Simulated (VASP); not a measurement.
# Al32O (a cell with a defect) in VASP: single point with PBE

Aim: the single point of Al32O (a cell with a defect) with PBE.

Program: VASP 6.6.1. These are calculated values, not measurements. Logs are shortened: lines on timing, memory, paths and dates and some standing lists are left out, and cuts for length are marked.

## (1) The cell of the first run

The cell holds a defect, 33 atoms: a = 8.100 Å, b = 8.100 Å, c = 8.100 Å, α = 90.00°, β = 90.00°, γ = 90.00°.

## (2) Single point, PBE

File INCAR:

```
PREC = Accurate
ENCUT = 520
EDIFF = 1E-6
ISMEAR = -1
SIGMA = 0.05
LREAL = Auto
LASPH = True
NELM = 60
ALGO = Normal
ISIF = 2
LWAVE = False
LCHARG = False
GGA = PE
NBANDS = 73
```

File KPOINTS:

```
regular mesh
0
Gamma
  3 3 3
```

File POSCAR:

```
Al32O
1.0
    8.1000000000      0.0000000000      0.0000000000
    0.0000000000      8.1000000000      0.0000000000
    0.0000000000      0.0000000000      8.1000000000
Al O
32 1
Direct
    0.4949077778     -0.0044440741      0.0103613580
    0.7437313580      0.2503159259      0.0019853086
    0.7486259259     -0.0039369136      0.2508076543
   -0.0044504938     -0.0005871605      0.0029935802
    0.2498227160      0.2506614815      0.0068030864
    0.4986246914      0.5031800000      0.0179532099
    0.7499006173      0.7498546914      0.0053288889
    0.2426766667     -0.0054355556      0.2497169136
    0.4964061728      0.2440980247      0.2542937037
    0.7573572840      0.4956664198      0.2505458025
    0.4967609877     -0.0017098765      0.4988855556
    0.7594217284      0.2442077778      0.4997306173
    0.7571904938     -0.0046656790      0.7516938272
   -0.0045353086      0.4973327160      0.0019004938
    0.2444880247      0.7495411111      0.0040311111
   -0.0047170370      0.2457091358      0.2465965432
    0.2391741975      0.4978007407      0.2541027160
    0.4947650617      0.7563402469      0.2486709877
   -0.0049587654     -0.0081925926      0.5010159259
    0.2393358025      0.2415485185      0.4966090123
    0.5059144444      0.5082244444      0.4722656790
    0.7449382716      0.7476334568      0.5056151852
    0.2398230864      0.0001744444      0.7522204938
    0.5054591358      0.2188660494      0.7590418519
    0.7472862963      0.5014954321      0.7565054321
   -0.0049914815      0.7479935802      0.2542780247
   -0.0004600000      0.4983286420      0.5062301235
    0.2489906173      0.7524753086      0.5055703704
   -0.0004837037      0.2511935802      0.7537935802
    0.2486333333      0.5063402469      0.7615837037
    0.4985475309      0.7633500000      0.7590316049
   -0.0040402469      0.7469237037      0.7527501235
    0.4211227160      0.4004559259      0.6521966667
```

Potentials or basis: VASP PAW PBE potentials, release 64 (Al, O).

The run is started by

```sh
$ cat potpaw_PBE.64/Al/POTCAR potpaw_PBE.64/O/POTCAR > POTCAR
$ mpirun -np 1 vasp_std > vasp.out
```

OUTCAR:

```text
PREC = Accurate
   ENCUT = 520
   EDIFF = 1E-6
   ISMEAR = -1
   LREAL = Auto
   LASPH = True
   NELM = 60
   ISIF = 2
   GGA = PE

 ion  position               nearest neighbor table
   1  0.495  0.996  0.010-  24 2.72  18 2.74  31 2.77   8 2.82   9 2.82   3 2.83  15 2.84   5 2.87
                             7 2.87   2 2.89  23 2.94  13 2.98
   2  0.744  0.250  0.002-  24 2.77  10 2.83  16 2.84  25 2.84   6 2.86  14 2.86   9 2.86   4 2.88
                             3 2.88   1 2.89  29 2.89  13 2.90
   3  0.749  0.996  0.251-   7 2.82  18 2.83   1 2.83  26 2.83   4 2.83  16 2.84  19 2.84  12 2.85
                            11 2.86   9 2.87   2 2.88  22 2.88
   4  0.996  0.999  0.003-  13 2.81  16 2.81   8 2.83   3 2.83  23 2.84   7 2.84  15 2.86  29 2.87
                            26 2.88   2 2.88  32 2.88   5 2.90
   5  0.250  0.251  0.007-   9 2.83  16 2.83  17 2.83   8 2.86   1 2.87  30 2.87  14 2.87   6 2.87
                            29 2.88  23 2.89  24 2.90   4 2.90
   6  0.499  0.503  0.018-  18 2.77  10 2.82   9 2.84  17 2.84   7 2.85   2 2.86  15 2.87   5 2.87
                            30 2.90  25 2.92  31 2.97  24 3.12
   7  0.750  0.750  0.005-   3 2.82  26 2.83   4 2.84  25 2.85  31 2.85  14 2.85   6 2.85  32 2.86
                            18 2.86  13 2.86  10 2.86   1 2.87
   8  0.243  0.995  0.250-  18 2.81  15 2.81   1 2.82   4 2.83  20 2.83  26 2.83  28 2.85  16 2.86
                            19 2.86   5 2.86  11 2.88   9 2.88
   9  0.496  0.244  0.254-  21 2.77  11 2.81   1 2.82   5 2.83   6 2.84  20 2.86   2 2.86   3 2.87
[... 32 lines left out ...]
                            31 2.93  12 2.95  24 3.01  21 3.02
  26  0.995  0.748  0.254-  10 2.81  19 2.81   7 2.83   8 2.83  17 2.83   3 2.83  15 2.86  22 2.87
                            27 2.87   4 2.88  14 2.88  28 2.89
  27  1.000  0.498  0.506-  17 2.82  12 2.83  29 2.83  32 2.84  20 2.85  10 2.85  26 2.87  25 2.88
                            28 2.88  22 2.89  30 2.89  16 2.93
  28  0.249  0.752  0.506-  19 2.83  11 2.83  23 2.83   8 2.85  32 2.87  30 2.88  18 2.88  31 2.88
                            21 2.88  27 2.88  26 2.89  17 2.90
  29  1.000  0.251  0.754-  23 2.81  14 2.83  12 2.83  27 2.83  20 2.85  13 2.85   4 2.87  25 2.88
                             5 2.88   2 2.89  30 2.89  19 2.93
  30  0.249  0.506  0.762-  33 1.86  15 2.78  32 2.83  14 2.83   5 2.87  28 2.88  29 2.89  27 2.89
                             6 2.90  31 2.90  20 3.04  24 3.12  21 3.14
  31  0.499  0.763  0.759-   1 2.77  13 2.81  11 2.84  23 2.84   7 2.85  15 2.86  22 2.87  28 2.88
                            30 2.90  25 2.93   6 2.97  21 3.11
  32  0.996  0.747  0.753-  13 2.79  30 2.83  25 2.83  27 2.84  19 2.84  23 2.85  22 2.85   7 2.86
                            14 2.86  15 2.86  28 2.87   4 2.88
  33  0.421  0.400  0.652-  21 1.83  24 1.84  30 1.86  20 2.33

  LATTYP: Found a simple cubic cell.
 ALAT       =     8.1000000000

  Lattice vectors:

 A1 = (   8.1000000000,   0.0000000000,   0.0000000000)
 A2 = (   0.0000000000,   8.1000000000,   0.0000000000)
 A3 = (   0.0000000000,   0.0000000000,   8.1000000000)

Analysis of symmetry for initial positions (statically):
=====================================================================
 Subroutine PRICEL returns:
 Original cell was already a primitive cell.

 Routine SETGRP: Setting up the symmetry group for a
 simple cubic supercell.

 Subroutine GETGRP returns: Found  1 space group operations
 (whereof  1 operations were pure point group operations)
 out of a pool of 48 trial point group operations.

The static configuration has the point symmetry C_1 .

Analysis of symmetry for dynamics (positions and initial velocities):
=====================================================================
 Subroutine PRICEL returns:
 Original cell was already a primitive cell.

 Routine SETGRP: Setting up the symmetry group for a
 simple cubic supercell.

 Subroutine GETGRP returns: Found  1 space group operations
 (whereof  1 operations were pure point group operations)
 out of a pool of 48 trial point group operations.

The dynamic configuration has the point symmetry C_1 .

 Subroutine INISYM returns: Found  1 space group operations
 (whereof  1 operations are pure point group operations),
 and found     1 'primitive' translations

----------------------------------------------------------------------------------------

                                     Primitive cell

  volume of cell :     531.4410

  direct lattice vectors                    reciprocal lattice vectors
     8.100000000  0.000000000  0.000000000     0.123456790  0.000000000  0.000000000
     0.000000000  8.100000000  0.000000000     0.000000000  0.123456790  0.000000000
     0.000000000  0.000000000  8.100000000     0.000000000  0.000000000  0.123456790

  length of vectors
     8.100000000  8.100000000  8.100000000     0.123456790  0.123456790  0.123456790

  position of ions in fractional coordinates (direct lattice)
     0.494907778  0.995555926  0.010361358
     0.743731358  0.250315926  0.001985309
     0.748625926  0.996063086  0.250807654
     0.995549506  0.999412840  0.002993580
     0.249822716  0.250661482  0.006803086
     0.498624691  0.503180000  0.017953210
[... 25 lines left out ...]
     0.995959753  0.746923704  0.752750124
     0.421122716  0.400455926  0.652196667

  ion indices of the primitive-cell ions
   primitive index   ion index
                 1           1
                 2           2
                 3           3
                 4           4
                 5           5
                 6           6
[... 25 lines left out ...]
                32          32
                33          33

----------------------------------------------------------------------------------------

 KPOINTS: regular mesh

Automatic generation of k-mesh.
 Grid dimensions read from file:
 generate k-points for:    3    3    3

 Generating k-lattice:

  Cartesian coordinates                     Fractional coordinates (reciprocal lattice)
     0.041152263  0.000000000  0.000000000     0.333333333  0.000000000  0.000000000
     0.000000000  0.041152263  0.000000000     0.000000000  0.333333333  0.000000000
     0.000000000  0.000000000  0.041152263     0.000000000  0.000000000  0.333333333

  Length of vectors
     0.041152263  0.041152263  0.041152263

  Shift w.r.t. Gamma in fractional coordinates (k-lattice)
     0.000000000  0.000000000  0.000000000

 Subroutine IBZKPT returns following result:
 ===========================================

 Found     14 irreducible k-points:

 Following reciprocal coordinates:
            Coordinates               Weight
  0.000000  0.000000  0.000000      1.000000
  0.333333  0.000000  0.000000      2.000000
  0.000000  0.333333  0.000000      2.000000
  0.000000  0.000000  0.333333      2.000000
  0.333333  0.333333  0.000000      2.000000
  0.000000  0.333333  0.333333      2.000000
  0.333333  0.000000  0.333333      2.000000
 -0.333333  0.333333  0.000000      2.000000
 -0.333333  0.000000  0.333333      2.000000
  0.000000 -0.333333  0.333333      2.000000
  0.333333  0.333333  0.333333      2.000000
 -0.333333  0.333333  0.333333      2.000000
 -0.333333 -0.333333  0.333333      2.000000
  0.333333 -0.333333  0.333333      2.000000
   k-points           NKPTS =     14   k-points in BZ     NKDIM =     14   number of bands    NBANDS=     73
   number of dos      NEDOS =    301   number of ions     NIONS =     33
   total plane-waves  NPLWV = 216000
   dimension x,y,z NGX =    60 NGY =   60 NGZ =   60
   dimension x,y,z NGXF=   120 NGYF=  120 NGZF=  120
   ions per type =              32   1
   NGX,Y,Z   is equivalent  to a cutoff of  12.31, 12.31, 12.31 a.u.
   NGXF,Y,Z  is equivalent  to a cutoff of  24.63, 24.63, 24.63 a.u.
 SYSTEM =  unknown system
   PREC   = accura    normal or accurate (medium, high low for compatibility)
   ISTART =      0    job   : 0-new  1-cont  2-samecut
   ICHARG =      2    charge: 1-file 2-atom 10-const
   ISPIN  =      1    spin polarized calculation?
   LNONCOLLINEAR =      F non collinear calculations
   LSORBIT =      F    spin-orbit coupling
   LASPH  =      T    aspherical Exc in radial PAW
   ENCUT  =  520.0 eV  38.22 Ry    6.18 a.u.  15.06 15.06 15.06*2*pi/ulx,y,z
   NELM   =     60;   NELMIN=  2; NELMDL= -5     # of ELM steps
   EDIFF  = 0.1E-05   stopping-criterion for ELM
   LREAL  =      T    real-space projection
   EDIFFG = 0.1E-04   stopping-criterion for IOM
   NSW    =      0    number of steps for IOM
[... 5 lines left out ...]
   TEBEG  =    0.0;   TEEND  =   0.0 temperature during run
   PSTRESS=    0.0 pullay stress
   NELECT =     102.0000    total number of electrons
   NUPDOWN=      -1.0000    fix difference up-down
   EMIN   =  10.00;   EMAX   =-10.00  energy-range for DOS
   EFERMI =   0.00;   METHOD = LEGACY
   ISMEAR =    -1;   SIGMA  =   0.05  broadening in eV -4-tet -1-fermi 0-gaus
   EFERMI_NEDOS =   21; number of points for ismear=-14 and -15
   IALGO  =     38    algorithm
   IMIX   =      4    mixing-type and parameters
     AMIX     =   0.40;   BMIX     =  1.00
     AMIX_MAG =   1.60;   BMIX_MAG =  1.00
  volume/ion in A,a.u.               =      16.10       108.68
  Fermi-wavevector in a.u.,A,eV,Ry     =   0.944329  1.784523 12.133087  0.891757
  Thomas-Fermi vector in A             =   2.072123
   LORBIT       =      0    0 simple, 1 ext, 2 COOP (PROOUT), +10 PAW based schemes
   GGA     = PE    functional components
   LHFCALC =     F    Hartree Fock is set to
   AEXX    =    0.0000 exact exchange contribution
   IVDW    =     0    specifies the selected vdW correction
   LEPSILON=     F    determine dielectric tensor
   LRPA    =     F    only Hartree local field effects (RPA)
 non-spin polarized calculation
  energy-cutoff  :      520.00
  volume of cell :      531.44
 maximum number of plane-waves:     14358
   NGX = 31   NGY = 31   NGZ = 31

 number of electron     102.0000000 magnetization

 Free energy of the ion-electron system (eV)
  ---------------------------------------------------
  ext. energy  EPLUGINS =         0.00000000
  ---------------------------------------------------
  free energy    TOTEN  =      -128.34195051 eV

  energy without entropy =     -128.26812437  energy(sigma->0) =     -128.30503744

 E-fermi :   7.9859     XC(G=0): -10.2349

 val. band max:        7.9784579758   @ k =  -0.3333   0.3333   0.0000
 cond. band min:       7.9989227853   @ k =   0.3333   0.3333   0.0000
 fundamental gap:      0.0204648096
 Fermi energy:         7.9858824283

 k-point     1 :       0.0000    0.0000    0.0000
  band No.  band energies     occupation
      1     -12.9310      2.00000
      2      -2.9761      2.00000
      3      -1.1850      2.00000
      4      -1.0974      2.00000
      5      -0.9726      2.00000
      6      -0.8842      2.00000
[... 913 lines left out ...]
     62       9.8200      0.00000
     63       9.8332      0.00000
 [bands above 63 left out]

------------------------ aborting loop because EDIFF is reached ----------------------------------------

  FORCE on cell =-STRESS in cart. coord.  units (eV):
  Direction    XX          YY          ZZ          XY          YZ          ZX
  --------------------------------------------------------------------------------------
  -------------------------------------------------------------------------------------
  Total        3.1693125      4.0003305      3.9960037     -0.2820530      0.0913793     -0.2372945
  in kB        9.5547778     12.0601137     12.0470693     -0.8503276      0.2754883     -0.7153904
  external PRESSURE =      11.2206536 kB  Pullay stress =       0.0000000 kB

 VOLUME and BASIS-vectors are now :
 -----------------------------------------------------------------------------
  energy-cutoff  :      520.00
  volume of cell :      531.44
      direct lattice vectors                 reciprocal lattice vectors
     8.100000000  0.000000000  0.000000000     0.123456790  0.000000000  0.000000000
     0.000000000  8.100000000  0.000000000     0.000000000  0.123456790  0.000000000
     0.000000000  0.000000000  8.100000000     0.000000000  0.000000000  0.123456790

 POSITION                                       TOTAL-FORCE (eV/Angst)
 -----------------------------------------------------------------------------------
      4.00875      8.06400      0.08393         0.004712      0.002852     -0.030946
      6.02422      2.02756      0.01608         0.062647     -0.013666      0.011446
      6.06387      8.06811      2.03154         0.002543      0.017979      0.020203
      8.06395      8.09524      0.02425         0.005907     -0.009895      0.007826
      2.02356      2.03036      0.05510        -0.003930     -0.007612      0.030484
      4.03886      4.07576      0.14542         0.029836     -0.008895     -0.102560
[... 25 lines left out ...]
      8.06727      6.05008      6.09728        -0.000287      0.047659     -0.000720
      3.41109      3.24369      5.28279        -0.879223     -0.477891     -0.378644
 -----------------------------------------------------------------------------------
    total drift:                                0.010404      0.009111     -0.001918

  FREE ENERGIE OF THE ION-ELECTRON SYSTEM (eV)
  ---------------------------------------------------
  free  energy   TOTEN  =      -128.3419505096 eV

  energy  without entropy=     -128.2681243689  energy(sigma->0) =     -128.30503744
```

Wall time 29 min (1 thread of Intel Xeon Platinum 8488C (Sapphire Rapids), shared host); peak memory 0.67 GiB.

What came out:

* Free energy: -128.3420 eV
* Pressure: 1.1 GPa
* Largest force: 1.070 eV/Å
* Band gap on the k mesh: zero (bands 51 and 52 overlap by 0.37 eV)

Forces on the atoms (eV/Å):
```
Al   0.005  0.003 -0.031
Al   0.063 -0.014  0.011
Al   0.003  0.018  0.020
Al   0.006 -0.010  0.008
Al  -0.004 -0.008  0.030
Al   0.030 -0.009 -0.103
Al   0.023  0.029  0.018
Al   0.033  0.020  0.011
Al   0.034  0.035 -0.038
Al  -0.012  0.011 -0.026
Al   0.027 -0.020  0.021
Al  -0.025  0.071  0.059
Al  -0.012 -0.015 -0.003
Al   0.004  0.007  0.047
Al   0.025  0.023  0.030
Al  -0.005  0.010  0.030
Al   0.082  0.016  0.003
Al   0.006 -0.027  0.009
Al   0.001  0.034  0.009
Al   0.051  0.026  0.005
Al   0.108  0.041  0.126
Al   0.047  0.010 -0.019
Al   0.067 -0.013  0.023
Al   0.135  0.140  0.100
Al   0.196  0.019  0.014
Al   0.013  0.010 -0.006
Al   0.046  0.011 -0.018
Al   0.004  0.036 -0.018
Al   0.047 -0.016  0.008
Al  -0.154  0.094  0.089
Al   0.039 -0.102 -0.030
Al   0.000  0.048 -0.001
O   -0.879 -0.478 -0.379
```
